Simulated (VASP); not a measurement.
Crystal: GaAs.

```
Ga As
1.0
     0.00000    2.83309    2.83309
     2.83309    0.00000    2.83309
     2.83309    2.83309    0.00000
Ga As
1 1
Cartesian
  0.0000 0.0000 0.0000
  1.4165 1.4165 1.4165
```

Program: VASP 6.6.1. Alike in all runs: task single point; potentials or basis VASP PAW PBE potentials, release 64 (Ga_d, As); no spin polarisation; cell as given; cutoff (eV) 520; smearing gaussian 0.01 eV.

Question: Order these runs on this cell by their band gap on the k mesh, lowest first.
A. level r2SCAN; k mesh 6 × 6 × 6
B. level HSE06; k mesh 4 × 4 × 4; grid for exact exchange (PRECFOCK) Normal; screening parameter 0.2079 1/Å
C. level PBE; k mesh 6 × 6 × 6, shifted
D. level PBE+D4; k mesh 6 × 6 × 6
E. level PBE-based global hybrid; k mesh 4 × 4 × 4; grid for exact exchange (PRECFOCK) Normal; share of exact exchange 0.75

Answer: D (0.47 eV), A (0.94 eV), C (1.15 eV), B (1.41 eV), E (5.74 eV).

Caveats: some runs use coarse meshes.

A k mesh can miss the band edges.
